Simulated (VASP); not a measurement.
# Ag (Im-3m) in VASP: further runs

The runs below take Ag through single point, with LDA.

All numbers are computed with VASP 6.6.1; they aren't measurements. Logs are shortened: lines on timing, memory, paths and dates and some standing lists are left out, and cuts for length are marked.

## (1) The cell of the first run

The structure is cubic, space group Im-3m (No. 229). The conventional cell has a = 2.684 Å, b = 2.684 Å, c = 2.684 Å, α = 90.00°, β = 90.00°, γ = 90.00°. Within 3.1 Å of Ag (site symmetry m-3m) lie 14 Ag at 2.32 to 2.68 Å.

This isn't the form of Ag at room conditions, which is fcc.

## (2) Single point, LDA

File INCAR:

```
PREC = Accurate
ENCUT = 500
EDIFF = 1E-6
ISMEAR = -1
SIGMA = 0.05
LREAL = False
LASPH = True
NELM = 120
ALGO = Normal
ISIF = 2
LWAVE = False
LCHARG = False
GGA = CA
NBANDS = 12
GGA_COMPAT = False
```

File KPOINTS:

```
Automatic mesh
0
Gamma
  20 20 20
```

File POSCAR:

```
Ag
1.0
   -1.3419338849      1.3419338849      1.3419338849
    1.3419338849     -1.3419338849      1.3419338849
    1.3419338849      1.3419338849     -1.3419338849
Ag
1
Direct
    0.0000000000      0.0000000000      0.0000000000
```

Potentials or basis: VASP PAW LDA potentials, release 64 (Ag).

Command:

```console
$ cat potpaw_LDA.64/Ag/POTCAR > POTCAR
$ mpirun -np 1 vasp_std > vasp.out
```

OUTCAR:

```text
PREC = Accurate
   ENCUT = 500
   EDIFF = 1E-6
   ISMEAR = -1
   LREAL = False
   LASPH = True
   NELM = 120
   ISIF = 2
   GGA = CA

 ion  position               nearest neighbor table
   1  0.000  0.000  0.000-

  LATTYP: Found a body centered cubic cell.
 ALAT       =     2.6838677698

  Lattice vectors:

 A1 = (  -1.3419338849,   1.3419338849,   1.3419338849)
 A2 = (   1.3419338849,  -1.3419338849,   1.3419338849)
 A3 = (   1.3419338849,   1.3419338849,  -1.3419338849)

Analysis of symmetry for initial positions (statically):
=====================================================================
 Subroutine PRICEL returns:
 Original cell was already a primitive cell.

 Routine SETGRP: Setting up the symmetry group for a
 body centered cubic supercell.

 Subroutine GETGRP returns: Found 48 space group operations
 (whereof 48 operations were pure point group operations)
 out of a pool of 48 trial point group operations.

The static configuration has the point symmetry O_h .

Analysis of symmetry for dynamics (positions and initial velocities):
=====================================================================
 Subroutine PRICEL returns:
 Original cell was already a primitive cell.

 Routine SETGRP: Setting up the symmetry group for a
 body centered cubic supercell.

 Subroutine GETGRP returns: Found 48 space group operations
 (whereof 48 operations were pure point group operations)
 out of a pool of 48 trial point group operations.

The dynamic configuration has the point symmetry O_h .

 Subroutine INISYM returns: Found 48 space group operations
 (whereof 48 operations are pure point group operations),
 and found     1 'primitive' translations

----------------------------------------------------------------------------------------

                                     Primitive cell

  volume of cell :       9.6661

  direct lattice vectors                    reciprocal lattice vectors
    -1.341933885  1.341933885  1.341933885     0.000000000  0.372596598  0.372596598
     1.341933885 -1.341933885  1.341933885     0.372596598  0.000000000  0.372596598
     1.341933885  1.341933885 -1.341933885     0.372596598  0.372596598  0.000000000

  length of vectors
     2.324297669  2.324297669  2.324297669     0.526931162  0.526931162  0.526931162

  position of ions in fractional coordinates (direct lattice)
     0.000000000  0.000000000  0.000000000

  ion indices of the primitive-cell ions
   primitive index   ion index
                 1           1

----------------------------------------------------------------------------------------

 KPOINTS: Automatic mesh

Automatic generation of k-mesh.
 Grid dimensions read from file:
 generate k-points for:   20   20   20

 Generating k-lattice:

  Cartesian coordinates                     Fractional coordinates (reciprocal lattice)
     0.000000000  0.018629830  0.018629830     0.050000000  0.000000000  0.000000000
     0.018629830  0.000000000  0.018629830     0.000000000  0.050000000  0.000000000
     0.018629830  0.018629830  0.000000000     0.000000000  0.000000000  0.050000000

  Length of vectors
     0.026346558  0.026346558  0.026346558

  Shift w.r.t. Gamma in fractional coordinates (k-lattice)
     0.000000000  0.000000000  0.000000000

 Subroutine IBZKPT returns following result:
 ===========================================

 Found    256 irreducible k-points:

 Following reciprocal coordinates:
            Coordinates               Weight
  0.000000  0.000000  0.000000      1.000000
  0.050000  0.000000  0.000000     12.000000
  0.100000  0.000000  0.000000     12.000000
  0.150000  0.000000  0.000000     12.000000
  0.200000  0.000000  0.000000     12.000000
  0.250000  0.000000  0.000000     12.000000
[... 16 lines left out ...]
  0.200000  0.100000  0.000000     48.000000
  0.250000  0.100000  0.000000     48.000000
 [... further k-points ...]
   k-points           NKPTS =    256   k-points in BZ     NKDIM =    256   number of bands    NBANDS=     12
   number of dos      NEDOS =    301   number of ions     NIONS =      1
   total plane-waves  NPLWV =   5832
   dimension x,y,z NGX =    18 NGY =   18 NGZ =   18
   dimension x,y,z NGXF=    36 NGYF=   36 NGZF=   36
   ions per type =               1
   NGX,Y,Z   is equivalent  to a cutoff of  12.87, 12.87, 12.87 a.u.
   NGXF,Y,Z  is equivalent  to a cutoff of  25.75, 25.75, 25.75 a.u.
 SYSTEM =  unknown system
   PREC   = accura    normal or accurate (medium, high low for compatibility)
   ISTART =      0    job   : 0-new  1-cont  2-samecut
   ICHARG =      2    charge: 1-file 2-atom 10-const
   ISPIN  =      1    spin polarized calculation?
   LNONCOLLINEAR =      F non collinear calculations
   LSORBIT =      F    spin-orbit coupling
   LASPH  =      T    aspherical Exc in radial PAW
   ENCUT  =  500.0 eV  36.75 Ry    6.06 a.u.   4.24  4.24  4.24*2*pi/ulx,y,z
   NELM   =    120;   NELMIN=  2; NELMDL= -5     # of ELM steps
   EDIFF  = 0.1E-05   stopping-criterion for ELM
   LREAL  =      F    real-space projection
   EDIFFG = 0.1E-04   stopping-criterion for IOM
   NSW    =      0    number of steps for IOM
   IBRION =     -1    ionic relax: 0-MD 1-quasi-New 2-CG
   NFREE  =      0    steps in history (QN), initial steepest desc. (CG)
   ISIF   =      2    stress and relaxation
   ISYM   =      2    0-nonsym 1-usesym 2-fastsym
   POTIM  = 0.5000    time-step for ionic-motion
   TEBEG  =    0.0;   TEEND  =   0.0 temperature during run
   PSTRESS=    0.0 pullay stress
   NELECT =      11.0000    total number of electrons
   NUPDOWN=      -1.0000    fix difference up-down
   EMIN   =  10.00;   EMAX   =-10.00  energy-range for DOS
   EFERMI =   0.00;   METHOD = LEGACY
   ISMEAR =    -1;   SIGMA  =   0.05  broadening in eV -4-tet -1-fermi 0-gaus
   EFERMI_NEDOS =   21; number of points for ismear=-14 and -15
   IALGO  =     38    algorithm
   IMIX   =      4    mixing-type and parameters
     AMIX     =   0.40;   BMIX     =  1.00
     AMIX_MAG =   1.60;   BMIX_MAG =  1.00
  volume/ion in A,a.u.               =       9.67        65.23
  Fermi-wavevector in a.u.,A,eV,Ry     =   1.709181  3.229883 39.746675  2.921298
  Thomas-Fermi vector in A             =   2.787712
   LORBIT       =      0    0 simple, 1 ext, 2 COOP (PROOUT), +10 PAW based schemes
   GGA     = CA    functional components
   LHFCALC =     F    Hartree Fock is set to
   AEXX    =    0.0000 exact exchange contribution
   IVDW    =     0    specifies the selected vdW correction
   LEPSILON=     F    determine dielectric tensor
   LRPA    =     F    only Hartree local field effects (RPA)
 non-spin polarized calculation
  energy-cutoff  :      500.00
  volume of cell :        9.67
 maximum number of plane-waves:       253
 NGX is ok and might be reduce to    18
   NGX =  9   NGY =  9   NGZ =  9

 number of electron      11.0000005 magnetization

 Free energy of the ion-electron system (eV)
  ---------------------------------------------------
  ext. energy  EPLUGINS =         0.00000000
  ---------------------------------------------------
  free energy    TOTEN  =        -0.41961468 eV

  energy without entropy =       -0.41860040  energy(sigma->0) =       -0.41910754

 E-fermi :  20.0170     XC(G=0): -16.2294

 val. band max:       20.0148968261   @ k =   0.4500   0.1000   0.0000
 cond. band min:      20.1734324581   @ k =  -0.3000   0.4500   0.1000
 fundamental gap:      0.1585356320
 Fermi energy:        20.0170109369

 k-point     1 :       0.0000    0.0000    0.0000
  band No.  band energies     occupation
      1       6.2906      2.00000
      2      11.0320      2.00000
      3      11.0320      2.00000
      4      11.0320      2.00000
      5      14.3286      2.00000
      6      14.3286      2.00000
      7      37.7236      0.00000
      8      37.7236      0.00000
      9      37.7236      0.00000
     10      51.4346      0.00000
     11      51.4346      0.00000
     12      53.4760      0.00000

 k-point     2 :       0.0500    0.0000    0.0000
  band No.  band energies     occupation
      1       6.4287      2.00000
      2      10.9732      2.00000
      3      11.0331      2.00000
      4      11.1471      2.00000
      5      14.2514      2.00000
      6      14.3324      2.00000
      7      37.7941      0.00000
      8      37.8446      0.00000
      9      37.9326      0.00000
     10      50.3482      0.00000
     11      51.1951      0.00000
     12      53.4246      0.00000

 k-point     3 :       0.1000    0.0000    0.0000
  band No.  band energies     occupation
      1       6.8233      2.00000
      2      10.8055      2.00000
      3      11.0355      2.00000
      4      11.4876      2.00000
      5      14.0610      2.00000
      6      14.3455      2.00000
      7      37.9439      0.00000
      8      38.1022      0.00000
      9      38.5471      0.00000
     10      48.5769      0.00000
     11      50.4436      0.00000
     12      53.3890      0.00000
[... 286 lines left out ...]
 k-point    23 :       0.2000    0.1000    0.0000
  band No.  band energies     occupation
      1       8.5891      2.00000
      2      10.0167      2.00000
      3      11.1161      2.00000
      4      13.5615      2.00000
      5      14.3520      2.00000
      6      14.8231      2.00000
      7      36.4559      0.00000
      8      36.9107      0.00000
      9      41.5618      0.00000
     10      44.7538      0.00000
     11      47.7555      0.00000
     12      51.8361      0.00000

 k-point    24 :       0.2500    0.1000    0.0000
  band No.  band energies     occupation
      1       8.4884      2.00000
      2       9.7119      2.00000
      3      11.9339      2.00000
      4      13.7041      2.00000
      5      14.7508      2.00000
      6      15.7782      2.00000
      7      34.6474      0.00000
      8      35.9112      0.00000
      9      42.2515      0.00000
     10      43.6525      0.00000
     11      48.9211      0.00000
     12      51.4158      0.00000

 [... further k-points ...]

------------------------ aborting loop because EDIFF is reached ----------------------------------------

  FORCE on cell =-STRESS in cart. coord.  units (eV):
  Direction    XX          YY          ZZ          XY          YZ          ZX
  --------------------------------------------------------------------------------------
  -------------------------------------------------------------------------------------
  Total       16.9958468     16.9958468     16.9958468     -0.0000000     -0.0000000      0.0000000
  in kB     2817.0855796   2817.0855796   2817.0855796     -0.0000000     -0.0000000      0.0000000
  external PRESSURE =    2817.0855796 kB  Pullay stress =       0.0000000 kB

 VOLUME and BASIS-vectors are now :
 -----------------------------------------------------------------------------
  energy-cutoff  :      500.00
  volume of cell :        9.67
      direct lattice vectors                 reciprocal lattice vectors
    -1.341933885  1.341933885  1.341933885     0.000000000  0.372596598  0.372596598
     1.341933885 -1.341933885  1.341933885     0.372596598  0.000000000  0.372596598
     1.341933885  1.341933885 -1.341933885     0.372596598  0.372596598  0.000000000

 POSITION                                       TOTAL-FORCE (eV/Angst)
 -----------------------------------------------------------------------------------
      0.00000      0.00000      0.00000         0.000000     -0.000000      0.000000
 -----------------------------------------------------------------------------------
    total drift:                                0.000000     -0.000000      0.000000

  FREE ENERGIE OF THE ION-ELECTRON SYSTEM (eV)
  ---------------------------------------------------
  free  energy   TOTEN  =        -0.4196146758 eV

  energy  without entropy=       -0.4186004040  energy(sigma->0) =       -0.41910754
```

It took 20 s on 1 thread of AMD EPYC 7R43 (Zen 3), shared host; peak memory 0.1 GiB.

What came out:

```yaml
Free_energy: -0.4196 eV
Pressure: 281.7 GPa
Band_gap_on_the_k_mesh: zero (an odd number of electrons rules out a gap without spin polarisation)
```

Caveat: the cell stands under pressure.

## (3) Single point, LDA

File INCAR:

```
PREC     = Accurate       # precision mode
ENCUT    = 500            # plane-wave cutoff, eV
EDIFF    = 1E-6           # SCF threshold, eV
ISMEAR   = -1             # smearing method
SIGMA    = 0.05           # smearing width, eV
LREAL    = False          # projectors in reciprocal space
LASPH    = True           # aspherical terms in the spheres
NELM     = 120            # most SCF steps
ALGO     = Normal         # electronic algorithm
ISIF     = 2              # what is computed and relaxed
LWAVE    = False          # write WAVECAR
LCHARG   = False          # write CHGCAR
GGA      = CA             # functional
NBANDS   = 12             # bands
GGA_COMPAT= False
```

KPOINTS is that of step 2.

File POSCAR:

```
Ag
1.0
   -1.3420390427      1.3420390427      1.3420390427
    1.3420390427     -1.3420390427      1.3420390427
    1.3420390427      1.3420390427     -1.3420390427
Ag
1
Direct
    0.0000000000      0.0000000000      0.0000000000
```

Potentials or basis: VASP PAW LDA potentials, release 64 (Ag).

Command:

```console
$ cat potpaw_LDA.64/Ag/POTCAR > POTCAR
$ mpirun -np 1 vasp_std > vasp.out
```

OUTCAR:

```text
PREC = Accurate
   ENCUT = 500
   EDIFF = 1E-6
   ISMEAR = -1
   LREAL = False
   LASPH = True
   NELM = 120
   ISIF = 2
   GGA = CA

 ion  position               nearest neighbor table
   1  0.000  0.000  0.000-

  LATTYP: Found a body centered cubic cell.
 ALAT       =     2.6840780854

  Lattice vectors:

 A1 = (  -1.3420390427,   1.3420390427,   1.3420390427)
 A2 = (   1.3420390427,  -1.3420390427,   1.3420390427)
 A3 = (   1.3420390427,   1.3420390427,  -1.3420390427)

Analysis of symmetry for initial positions (statically):
=====================================================================
 Subroutine PRICEL returns:
 Original cell was already a primitive cell.

 Routine SETGRP: Setting up the symmetry group for a
 body centered cubic supercell.

 Subroutine GETGRP returns: Found 48 space group operations
 (whereof 48 operations were pure point group operations)
 out of a pool of 48 trial point group operations.

The static configuration has the point symmetry O_h .

[... 165 lines left out ...]
 k-point     1 :       0.0000    0.0000    0.0000
  band No.  band energies     occupation
      1       6.2869      2.00000
      2      11.0278      2.00000
      3      11.0278      2.00000
      4      11.0278      2.00000
      5      14.3233      2.00000
      6      14.3233      2.00000
      7      37.7181      0.00000
      8      37.7181      0.00000
      9      37.7181      0.00000
     10      51.4249      0.00000
     11      51.4249      0.00000
     12      53.4710      0.00000
[... 331 lines left out ...]
 k-point    24 :       0.2500    0.1000    0.0000
  band No.  band energies     occupation
      1       8.4849      2.00000
      2       9.7083      2.00000
      3      11.9293      2.00000
      4      13.6991      2.00000
      5      14.7453      2.00000
      6      15.7724      2.00000
      7      34.6388      0.00000
      8      35.9044      0.00000
      9      42.2423      0.00000
     10      43.6440      0.00000
     11      48.9125      0.00000
     12      51.4055      0.00000

 [... further k-points ...]

------------------------ aborting loop because EDIFF is reached ----------------------------------------

  FORCE on cell =-STRESS in cart. coord.  units (eV):
  Direction    XX          YY          ZZ          XY          YZ          ZX
  --------------------------------------------------------------------------------------
  -------------------------------------------------------------------------------------
  Total       16.9814589     16.9814589     16.9814589      0.0000000     -0.0000000      0.0000000
  in kB     2814.0391734   2814.0391734   2814.0391734      0.0000000     -0.0000000      0.0000000
  external PRESSURE =    2814.0391734 kB  Pullay stress =       0.0000000 kB

 VOLUME and BASIS-vectors are now :
 -----------------------------------------------------------------------------
  energy-cutoff  :      500.00
  volume of cell :        9.67
      direct lattice vectors                 reciprocal lattice vectors
    -1.342039043  1.342039043  1.342039043     0.000000000  0.372567402  0.372567402
     1.342039043 -1.342039043  1.342039043     0.372567402  0.000000000  0.372567402
     1.342039043  1.342039043 -1.342039043     0.372567402  0.372567402  0.000000000

 POSITION                                       TOTAL-FORCE (eV/Angst)
 -----------------------------------------------------------------------------------
      0.00000      0.00000      0.00000        -0.000000      0.000000      0.000000
 -----------------------------------------------------------------------------------
    total drift:                                0.000000     -0.000000      0.000000

  FREE ENERGIE OF THE ION-ELECTRON SYSTEM (eV)
  ---------------------------------------------------
  free  energy   TOTEN  =        -0.4236127740 eV

  energy  without entropy=       -0.4225979110  energy(sigma->0) =       -0.42310534
```

stdout:

```text
POSCAR found type information on POSCAR Ag
 POSCAR found :  1 types and       1 ions
 scaLAPACK will be used
 LDA part: xc-table for (Slater(with rela. corr.)+CA(PZ))
 , standard interpolation
 POSCAR, INCAR and KPOINTS ok, starting setup
 FFT: planning ... GRIDC
 FFT: planning ... GRID_SOFT
 FFT: planning ... GRID
 WAVECAR not read
 entering main loop
```

Run time: 18 s. Hardware: 1 thread of AMD EPYC 7R43 (Zen 3), shared host; peak memory 0.1 GiB.

Results:

```yaml
Free_energy: -0.4236 eV
Pressure: 281.4 GPa
Band_gap_on_the_k_mesh: zero (an odd number of electrons rules out a gap without spin polarisation)
```

Levels at points of the mesh, in eV from the Fermi level:
```
           k point  band 2  band 3  band 4  band 5  band 6  band 7  band 8  band 9  band 10  band 11
(0.00, 0.00, 0.00)   -8.98   -8.98   -8.98   -5.69   -5.69   17.71   17.71   17.71    31.41    31.41
(0.50, 0.00, 0.00)  -11.03   -5.71   -5.19   -2.80   -2.28    8.50   13.29   19.56    27.83    28.57
(0.50, 0.50, 0.50)  -12.95   -3.52   -3.52   -3.52    8.07    8.07    8.07   20.24    20.24    22.36
```

Caveat: the cell stands under pressure.
